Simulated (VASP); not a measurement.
GaAsSe3: relaxation of cell and atoms with PBE

GaAsSe3:

```xyz
5
Lattice="3.4050 1.9659 2.8093 -3.4050 1.9659 2.8093 0.0000 -3.9318 2.8093" Properties=species:S:1:pos:R:3 pbc="T T T"
Ga    0.0000    0.0000    4.2140
As    0.0000    0.0000    0.0000
Se   -1.7025   -0.9829    2.8093
Se    1.7025   -0.9829    2.8093
Se    0.0000    1.9659    2.8093
```

The cell was built from a structure type or drawn by symmetry, and may not be a known phase.

| Property | Result |
| --- | --- |
| Program | VASP 6.6.1 |
| Task | relaxation of cell and atoms |
| Functional | PBE |
| Potentials or basis | VASP PAW PBE potentials, release 64 (Ga_d, As, Se) |
| Cutoff | 500 eV |
| k mesh | 3 × 3 × 3 |
| Occupations | gaussian, width 0.15 eV |
| Spin | no spin polarisation |
| Dipole correction | no |
| Further INCAR settings | ALGO = Normal; EDIFF = 1e-07; IBRION = 2; EDIFFG = -0.08; NSW = 36; ISIF = 3 |

* Relaxed volume: 24.91 Å³/atom
* Relaxed cell: a = 5.398 Å, b = 5.398 Å, c = 5.398 Å, α = 65.51°, β = 65.51°, γ = 65.51°
* Space group after relaxing (to 0.1 Å): R-3m (No. 166)
* Pressure after relaxing: 0.0 GPa
* Band gap on the k mesh: zero (bands 18 and 19 overlap by 1.27 eV)

Stress tensor (GPa, compression positive):
```
 0.07  0.00  0.00
 0.00  0.07  0.00
 0.00  0.00 -0.08
```

Final structure:
```cif
data_structure
_symmetry_space_group_name_H-M 'P 1'
_symmetry_Int_Tables_number 1
_cell_length_a 5.3982
_cell_length_b 5.3982
_cell_length_c 5.3982
_cell_angle_alpha 65.513
_cell_angle_beta 65.513
_cell_angle_gamma 65.513
_cell_volume 124.56
loop_
_atom_site_label
_atom_site_type_symbol
_atom_site_fract_x
_atom_site_fract_y
_atom_site_fract_z
_atom_site_occupancy
Ga1 Ga 0.50000 0.50000 0.50000 1
As1 As 0.00000 0.00000 0.00000 1
Se1 Se 0.00000 0.50000 0.50000 1
Se2 Se 0.50000 0.00000 0.50000 1
Se3 Se 0.50000 0.50000 0.00000 1
```

Levels at points of the mesh, in eV from the Fermi level:
| k point | band 14 | band 15 | band 16 | band 17 | band 18 | band 19 | band 20 | band 21 | band 22 |
| --- | --- | --- | --- | --- | --- | --- | --- | --- | --- |
| (0.00, 0.00, 0.00) | -3.72 | -2.54 | -2.54 | 0.05 | 0.98 | 1.40 | 1.40 | 3.73 | 4.47 |

Wall time 2.7 min on 1 thread of Intel(R) Xeon(R) 6975P-C (Granite Rapids), with other jobs on the host, peak memory 0.21 GiB.

Caveat: the k points lie up to 0.45 Å⁻¹ apart in the final cell, too coarse for converged energies and pressures of a metal.
